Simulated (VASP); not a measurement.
Set up this calculation in VASP 6.6.1, as the native input.

* Task: single point
* Functional: LDA
* Potentials or basis: VASP PAW LDA potentials, release 64 (Br)
* Cutoff: 520 eV
* k mesh: 11 × 11 × 11
* Occupations: fermi-dirac, width 0.08 eV
* Spin: no spin polarisation
* Dipole correction: no
* k mesh for the DOS: 17 × 17 × 17
* Occupations for the DOS: tetrahedron
* Further INCAR settings: ALGO = Normal; EDIFF = 1e-07

The system is Br.

```
Br
1.0
     0.00000    3.05635    3.05635
     3.05635    0.00000    3.05635
     3.05635    3.05635    0.00000
Br
2
Direct
  0.87500 0.87500 0.87500
  0.12500 0.12500 0.12500
```

These files were run (other wordings do the same):

POSCAR

```
Br
1.0
    0.0000000000      3.0563521740      3.0563521740
    3.0563521740      0.0000000000      3.0563521740
    3.0563521740      3.0563521740      0.0000000000
Br
2
Direct
   -0.1250000000     -0.1250000000     -0.1250000000
    0.1250000000      0.1250000000      0.1250000000
```

INCAR.step1

```
  PREC = Accurate
  ENCUT = 520
  EDIFF = 1E-7
  ISMEAR = -1
  SIGMA = 0.08
  LREAL = F
  LASPH = T
  NELM = 80
  ALGO = Normal
  ISIF = 2
  LWAVE = F
  LCHARG = T
  NBANDS = 14
```

KPOINTS.step1

```
Automatic mesh
0
Gamma
  11 11 11
```

INCAR.step2

```
  PREC = Accurate
  ENCUT = 520
  EDIFF = 1E-7
  ISMEAR = -5
  SIGMA = 0.08
  LREAL = F
  LASPH = T
  NELM = 80
  ALGO = Normal
  ISIF = 2
  LWAVE = F
  LCHARG = F
  LORBIT = 11
  NEDOS = 1001
  ICHARG = 11
```

KPOINTS.step2

```
Automatic mesh
0
Gamma
  17 17 17
```

Potentials or basis: VASP PAW LDA potentials, release 64 (Br).

The run is started by

```bash
$ cat potpaw_LDA.64/Br/POTCAR > POTCAR
$ cp INCAR.step1 INCAR
$ cp KPOINTS.step1 KPOINTS
$ mpirun -np 1 vasp_std > vasp.out
$ cp INCAR.step2 INCAR
$ cp KPOINTS.step2 KPOINTS
$ mpirun -np 1 vasp_std > vasp.out
```

Results of the run:

- Valence electrons inside the program's atomic spheres: Br 4.78

Wall time 62 s on 1 thread of Intel(R) Xeon(R) Platinum 8488C (Sapphire Rapids), with other jobs on the host, peak memory 0.2 GiB.
